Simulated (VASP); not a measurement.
LaOs3, 4 atoms in the cell. The structure is cubic, space group Pm-3m (No. 221). Conventional cell: a = 4.147 Å, b = 4.147 Å, c = 4.147 Å, α = 90.00°, β = 90.00°, γ = 90.00°. Within 3.9 Å of La (site symmetry m-3m) lie 12 Os at 2.93 Å. Within 3.9 Å of Os (site symmetry 4/mmm) lie 4 La at 2.93 Å and 8 Os at 2.93 Å. 

- Program: VASP 6.6.1
- Task: single point
- Functional: PBE
- Potentials or basis: VASP PAW PBE potentials, release 64 (La, Os)
- Cutoff: 520 eV
- k mesh: 8 × 8 × 8
- Occupations: gaussian, width 0.05 eV
- Spin: no spin polarisation
- Dipole correction: no
- Further INCAR settings: ALGO = Fast; EDIFF = 1e-07; NBANDS = 26

Potentials or basis: VASP PAW PBE potentials, release 64 (La, Os).

The run is started by

```console
$ cat potpaw_PBE.64/La/POTCAR potpaw_PBE.64/Os/POTCAR > POTCAR
$ mpirun -np 1 vasp_std > vasp.out
```

Hardware: 1 thread of Intel(R) Xeon(R) Platinum 8259CL CPU @ 2.50GHz (Skylake/Cascade Lake), with other jobs on the host.

Problem. How long does it take, and how much memory?

Solution. Run time: 5 min on 1 thread of Intel(R) Xeon(R) Platinum 8259CL CPU @ 2.50GHz (Skylake/Cascade Lake), on a shared host, peak memory 0.23 GiB. Counts: scf iterations 93, k points 35.
